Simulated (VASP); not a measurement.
Here is a VASP 6.6.1 calculation.

The input INCAR:

```
PREC     = Accurate       # precision mode
ENCUT    = 520            # plane-wave cutoff, eV
EDIFF    = 1E-6           # SCF threshold, eV
ISMEAR   = 0              # smearing method
SIGMA    = 0.05           # smearing width, eV
LREAL    = False          # projectors in reciprocal space
LASPH    = True           # aspherical terms in the spheres
NELM     = 100            # most SCF steps
ALGO     = Normal         # electronic algorithm
ISIF     = 2              # what is computed and relaxed
LWAVE    = False          # write WAVECAR
LCHARG   = False          # write CHGCAR
GGA      = PS             # functional
NBANDS   = 17             # bands
```

KPOINTS

```
Automatic mesh
0
Gamma
  8 8 8
```

Contents of POSCAR:

```
SnSe
1.0
    0.0000000000      2.9727546651      2.9727546651
    2.9727546651      0.0000000000      2.9727546651
    2.9727546651      2.9727546651      0.0000000000
Sn Se
1 1
Direct
    0.0000000000      0.0000000000      0.0000000000
    0.4558490307      0.4558490307      0.5441509693
```

Potentials or basis: VASP PAW PBE potentials, release 64 (Sn_d, Se).

Run with:

```sh
$ cat potpaw_PBE.64/Sn_d/POTCAR potpaw_PBE.64/Se/POTCAR > POTCAR
$ mpirun -np 1 vasp_std > vasp.out
```

(1) Predict the largest force.

(2) Predict the pressure.

## Answers

(1) 0.373 eV/Å.

(2) 1.2 GPa.

Caveat: the cell differs from its parent crystal (all Se atoms moved +0.263 Å, as atom 2 towards its neighbour atom 1 (Sn) at 2.973 Å); the PAW data sets were made with another functional, which shifts forces and pressure a little.
